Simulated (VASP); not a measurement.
# MnO (Cm) in VASP: single point with PBE

Aim: the single point of MnO with PBE.

Program: VASP 6.6.1. These are calculated values, not measurements. Logs are shortened: lines on timing, memory, paths and dates and some standing lists are left out, and cuts for length are marked.

### Step 1. The cell of the first run

The structure is monoclinic, space group Cm (No. 8). Conventional cell: a = 5.943 Å, b = 3.434 Å, c = 3.440 Å, α = 90.00°, β = 125.23°, γ = 90.00°. Within 2.8 Å of Mn (site symmetry m) lie 4 O at 2.10 Å. O (site symmetry m) has 4 Mn at 2.10 Å within 2.8 Å.

### Step 2. Single point, PBE

The input, INCAR:

```
SYSTEM = MnO
PREC = Accurate
ENCUT = 520
EDIFF = 1E-6
ISMEAR = 0
SIGMA = 0.1
LREAL = .FALSE.
LASPH = .TRUE.
NELM = 100
ALGO = Normal
ISIF = 2
LWAVE = .FALSE.
LCHARG = .FALSE.
GGA = PE
NBANDS = 16
```

The input, KPOINTS:

```
Automatic mesh
0
G
  16 16 16
  0 0 0
```

The input, POSCAR:

```
MnO
1.0
    2.9712935166     -1.7169813801      0.0000000000
    2.9712935166      1.7169813801      0.0000000000
   -1.9846287531      0.0000000000      2.8103092467
Mn O
1 1
Direct
    0.5001990000      0.5001990000      0.5006650000
    0.7498025000      0.7498025000      0.2493360000
```

Potentials or basis: VASP PAW PBE potentials, release 64 (Mn_pv, O).

Run with:

```bash
cat potpaw_PBE.64/Mn_pv/POTCAR potpaw_PBE.64/O/POTCAR > POTCAR
mpirun -np 1 vasp_std > vasp.out
```

OUTCAR:

```text
SYSTEM = MnO
   PREC = Accurate
   ENCUT = 520
   EDIFF = 1E-6
   ISMEAR = 0
   LREAL = .FALSE.
   LASPH = .TRUE.
   NELM = 100
   ISIF = 2
   GGA = PE

 ion  position               nearest neighbor table
   1  0.500  0.500  0.501-   2 2.10   2 2.10   2 2.10   2 2.10
   2  0.750  0.750  0.249-   1 2.10   1 2.10   1 2.10   1 2.10

  LATTYP: Found a base centered monoclinic cell.
 ALAT       =     5.9425870332
 B/A-ratio  =     0.5778565364
 C/A-ratio  =     0.5789455757
 COS(beta)  =    -0.5768541066

  Lattice vectors:

 A1 = (   2.9712935166,  -1.7169813801,   0.0000000000)
 A2 = (   2.9712935166,   1.7169813801,   0.0000000000)
 A3 = (  -1.9846287531,   0.0000000000,   2.8103092467)

Analysis of symmetry for initial positions (statically):
=====================================================================
 Subroutine PRICEL returns:
 Original cell was already a primitive cell.

 Routine SETGRP: Setting up the symmetry group for a
 base centered monoclinic supercell.

 Subroutine GETGRP returns: Found  2 space group operations
 (whereof  2 operations were pure point group operations)
 out of a pool of  4 trial point group operations.

The static configuration has the point symmetry C_1h.

Analysis of symmetry for dynamics (positions and initial velocities):
=====================================================================
 Subroutine PRICEL returns:
 Original cell was already a primitive cell.

 Routine SETGRP: Setting up the symmetry group for a
 base centered monoclinic supercell.

 Subroutine GETGRP returns: Found  2 space group operations
 (whereof  2 operations were pure point group operations)
 out of a pool of  4 trial point group operations.

The dynamic configuration has the point symmetry C_1h.

 Subroutine INISYM returns: Found  2 space group operations
 (whereof  2 operations are pure point group operations),
 and found     1 'primitive' translations

----------------------------------------------------------------------------------------

                                     Primitive cell

  volume of cell :      28.6745

  direct lattice vectors                    reciprocal lattice vectors
     2.971293517 -1.716981380  0.000000000     0.168276879 -0.291208749  0.118836435
     2.971293517  1.716981380  0.000000000     0.168276879  0.291208749  0.118836435
    -1.984628753  0.000000000  2.810309247     0.000000000  0.000000000  0.355832726

  length of vectors
     3.431706605  3.431706605  3.440434471     0.356709605  0.356709605  0.355832726

  position of ions in fractional coordinates (direct lattice)
     0.500199000  0.500199000  0.500665000
     0.749802500  0.749802500  0.249336000

  ion indices of the primitive-cell ions
   primitive index   ion index
                 1           1
                 2           2

----------------------------------------------------------------------------------------

 KPOINTS: Automatic mesh

Automatic generation of k-mesh.
 Grid dimensions read from file:
 generate k-points for:   16   16   16

 Generating k-lattice:

  Cartesian coordinates                     Fractional coordinates (reciprocal lattice)
     0.010517305 -0.018200547  0.007427277     0.062500000  0.000000000  0.000000000
     0.010517305  0.018200547  0.007427277     0.000000000  0.062500000  0.000000000
     0.000000000  0.000000000  0.022239545     0.000000000  0.000000000  0.062500000

  Length of vectors
     0.022294350  0.022294350  0.022239545

  Shift w.r.t. Gamma in fractional coordinates (k-lattice)
     0.000000000  0.000000000  0.000000000

 Subroutine IBZKPT returns following result:
 ===========================================

 Found   1098 irreducible k-points:

 Following reciprocal coordinates:
            Coordinates               Weight
  0.000000  0.000000  0.000000      1.000000
  0.062500  0.000000  0.000000      4.000000
  0.125000  0.000000  0.000000      4.000000
  0.187500 -0.000000 -0.000000      4.000000
  0.250000  0.000000  0.000000      4.000000
  0.312500 -0.000000 -0.000000      4.000000
[... 16 lines left out ...]
 -0.125000  0.062500  0.000000      4.000000
 -0.062500  0.062500  0.000000      2.000000
 [... further k-points ...]
   k-points           NKPTS =   1098   k-points in BZ     NKDIM =   1098   number of bands    NBANDS=     16
   number of dos      NEDOS =    301   number of ions     NIONS =      2
   total plane-waves  NPLWV =  21952
   dimension x,y,z NGX =    28 NGY =   28 NGZ =   28
   dimension x,y,z NGXF=    56 NGYF=   56 NGZF=   56
   ions per type =               1   1
   NGX,Y,Z   is equivalent  to a cutoff of  13.56, 13.56, 13.53 a.u.
   NGXF,Y,Z  is equivalent  to a cutoff of  27.13, 27.13, 27.06 a.u.
 SYSTEM =  MnO
   PREC   = accura    normal or accurate (medium, high low for compatibility)
   ISTART =      0    job   : 0-new  1-cont  2-samecut
   ICHARG =      2    charge: 1-file 2-atom 10-const
   ISPIN  =      1    spin polarized calculation?
   LNONCOLLINEAR =      F non collinear calculations
   LSORBIT =      F    spin-orbit coupling
   LASPH  =      T    aspherical Exc in radial PAW
   ENCUT  =  520.0 eV  38.22 Ry    6.18 a.u.   6.38  6.38  6.40*2*pi/ulx,y,z
   NELM   =    100;   NELMIN=  2; NELMDL= -5     # of ELM steps
   EDIFF  = 0.1E-05   stopping-criterion for ELM
   LREAL  =      F    real-space projection
   EDIFFG = 0.1E-04   stopping-criterion for IOM
   NSW    =      0    number of steps for IOM
   IBRION =     -1    ionic relax: 0-MD 1-quasi-New 2-CG
   NFREE  =      0    steps in history (QN), initial steepest desc. (CG)
   ISIF   =      2    stress and relaxation
   ISYM   =      2    0-nonsym 1-usesym 2-fastsym
   POTIM  = 0.5000    time-step for ionic-motion
   TEBEG  =    0.0;   TEEND  =   0.0 temperature during run
   PSTRESS=    0.0 pullay stress
   NELECT =      19.0000    total number of electrons
   NUPDOWN=      -1.0000    fix difference up-down
   EMIN   =  10.00;   EMAX   =-10.00  energy-range for DOS
   EFERMI =   0.00;   METHOD = LEGACY
   ISMEAR =     0;   SIGMA  =   0.10  broadening in eV -4-tet -1-fermi 0-gaus
   EFERMI_NEDOS =   21; number of points for ismear=-14 and -15
   IALGO  =     38    algorithm
   IMIX   =      4    mixing-type and parameters
     AMIX     =   0.40;   BMIX     =  1.00
     AMIX_MAG =   1.60;   BMIX_MAG =  1.00
  volume/ion in A,a.u.               =      14.34        96.75
  Fermi-wavevector in a.u.,A,eV,Ry     =   1.427231  2.697076 27.714910  2.036988
  Thomas-Fermi vector in A             =   2.547423
   LORBIT       =      0    0 simple, 1 ext, 2 COOP (PROOUT), +10 PAW based schemes
   GGA     = PE    functional components
   LHFCALC =     F    Hartree Fock is set to
   AEXX    =    0.0000 exact exchange contribution
   IVDW    =     0    specifies the selected vdW correction
   LEPSILON=     F    determine dielectric tensor
   LRPA    =     F    only Hartree local field effects (RPA)
 non-spin polarized calculation
 Gauss-broadening in eV      SIGMA  =   0.10
  energy-cutoff  :      520.00
  volume of cell :       28.67
 maximum number of plane-waves:       787
 NGX is ok and might be reduce to    28
   NGX = 13   NGY = 13   NGZ = 13

 number of electron      19.0000009 magnetization

 Free energy of the ion-electron system (eV)
  ---------------------------------------------------
  ext. energy  EPLUGINS =         0.00000000
  ---------------------------------------------------
  free energy    TOTEN  =       -14.45941833 eV

  energy without entropy =      -14.43235735  energy(sigma->0) =      -14.44588784

 E-fermi :   4.2428     XC(G=0): -10.3754

 val. band max:        4.2424839243   @ k =   0.2500   0.0625   0.2500
 cond. band min:       4.2438252405   @ k =  -0.0625   0.2500   0.2500
 fundamental gap:      0.0013413162
 Fermi energy:         4.2428300886

 k-point     1 :       0.0000    0.0000    0.0000
  band No.  band energies     occupation
      1     -43.7331      2.00000
      2     -43.7293      2.00000
      3     -43.7278      2.00000
      4     -15.0961      2.00000
      5      -0.8059      2.00000
      6      -0.7929      2.00000
[... 8 lines left out ...]
     15      17.2540      0.00000
     16      17.2548      0.00000

 k-point     2 :       0.0625    0.0000    0.0000
  band No.  band energies     occupation
      1     -43.7333      2.00000
      2     -43.7300      2.00000
      3     -43.7281      2.00000
      4     -15.0826      2.00000
      5      -0.8629      2.00000
      6      -0.7952      2.00000
[... 8 lines left out ...]
     15      17.2196      0.00000
     16      17.2807      0.00000

 k-point     3 :       0.1250    0.0000    0.0000
  band No.  band energies     occupation
      1     -43.7343      2.00000
      2     -43.7322      2.00000
      3     -43.7287      2.00000
      4     -15.0442      2.00000
      5      -1.0367      2.00000
      6      -0.7698      2.00000
[... 8 lines left out ...]
     15      17.2784      0.00000
     16      17.3355      0.00000

 k-point     4 :       0.1875   -0.0000   -0.0000
  band No.  band energies     occupation
      1     -43.7376      2.00000
      2     -43.7337      2.00000
      3     -43.7294      2.00000
      4     -14.9862      2.00000
      5      -1.2491      2.00000
      6      -0.7329      2.00000
[... 8 lines left out ...]
     15      17.3060      0.00000
     16      17.3550      0.00000
[... 324 lines left out ...]
 k-point    22 :      -0.1875    0.0625    0.0000
  band No.  band energies     occupation
      1     -43.7392      2.00000
      2     -43.7344      2.00000
      3     -43.7301      2.00000
      4     -14.9543      2.00000
      5      -1.3337      2.00000
      6      -0.7211      2.00000
[... 8 lines left out ...]
     15      16.5655      0.00000
     16      17.7158      0.00000

 k-point    23 :      -0.1250    0.0625    0.0000
  band No.  band energies     occupation
      1     -43.7350      2.00000
      2     -43.7336      2.00000
      3     -43.7292      2.00000
      4     -15.0158      2.00000
      5      -1.1394      2.00000
      6      -0.7548      2.00000
[... 8 lines left out ...]
     15      16.6947      0.00000
     16      17.6492      0.00000

 k-point    24 :      -0.0625    0.0625    0.0000
  band No.  band energies     occupation
      1     -43.7334      2.00000
      2     -43.7317      2.00000
      3     -43.7284      2.00000
      4     -15.0608      2.00000
      5      -0.9622      2.00000
      6      -0.7824      2.00000
[... 8 lines left out ...]
     15      16.9242      0.00000
     16      17.4424      0.00000

 [... further k-points ...]

------------------------ aborting loop because EDIFF is reached ----------------------------------------

  FORCE on cell =-STRESS in cart. coord.  units (eV):
  Direction    XX          YY          ZZ          XY          YZ          ZX
  --------------------------------------------------------------------------------------
  -------------------------------------------------------------------------------------
  Total       -6.0440744     -6.0521936     -6.0924923      0.0000000      0.0000000      0.0050216
  in kB     -337.7109448   -338.1645999   -340.4162793      0.0000000      0.0000000      0.2805827
  external PRESSURE =    -338.7639413 kB  Pullay stress =       0.0000000 kB

 VOLUME and BASIS-vectors are now :
 -----------------------------------------------------------------------------
  energy-cutoff  :      520.00
  volume of cell :       28.67
      direct lattice vectors                 reciprocal lattice vectors
     2.971293517 -1.716981380  0.000000000     0.168276879 -0.291208749  0.118836435
     2.971293517  1.716981380  0.000000000     0.168276879  0.291208749  0.118836435
    -1.984628753  0.000000000  2.810309247     0.000000000  0.000000000  0.355832726

 POSITION                                       TOTAL-FORCE (eV/Angst)
 -----------------------------------------------------------------------------------
      1.97884      0.00000      1.40702         0.000148      0.000000     -0.013618
      3.96093      0.00000      0.70071        -0.000148      0.000000      0.013618
 -----------------------------------------------------------------------------------
    total drift:                                0.000020      0.000000     -0.000184

  FREE ENERGIE OF THE ION-ELECTRON SYSTEM (eV)
  ---------------------------------------------------
  free  energy   TOTEN  =       -14.4594183277 eV

  energy  without entropy=      -14.4323573469  energy(sigma->0) =      -14.44588784
```

Run time: 7.6 min. Hardware: 1 thread of Intel Xeon Platinum 8488C (Sapphire Rapids), shared host; peak memory 0.57 GiB.

What came out:

```
Free energy   : -14.4594 eV
Pressure      : -33.9 GPa
Largest force : 0.014 eV/Å
```

Forces on the atoms (eV/Å):
```
Mn   0.000  0.000 -0.014
O    0.000  0.000  0.014
```

Levels at points of the mesh, in eV from the Fermi level:
```tsv
k point	band 6	band 7	band 8	band 9	band 10	band 11	band 12	band 13	band 14	band 15
(0.00, 0.00, 0.00)	-5.04	-5.03	-0.35	-0.35	-0.34	1.54	1.54	1.54	12.94	13.01
(0.50, 0.00, 0.00)	-4.84	-4.83	-0.32	-0.21	-0.20	0.91	0.92	4.88	5.94	12.53
(0.50, 0.50, 0.00)	-4.64	-4.63	-1.05	-0.06	-0.01	0.39	0.39	5.05	8.45	10.46
(0.00, 0.00, 0.50)	-4.83	-4.83	-0.32	-0.21	-0.21	0.91	0.91	4.88	5.92	12.58
(0.50, 0.00, 0.50)	-4.63	-4.62	-1.05	-0.07	-0.01	0.39	0.39	5.05	8.42	10.48
(0.50, 0.50, 0.50)	-4.84	-4.84	-0.32	-0.21	-0.20	0.91	0.92	4.88	5.94	12.54
```

Caveat: an odd number of electrons without spin polarisation forces a metal; a magnetic or distorted state may lie lower; the run has no spin polarisation, though such a crystal can be magnetic; semilocal functionals often make such compounds metallic where correlation or magnetic order opens a gap, which also shifts bond lengths.
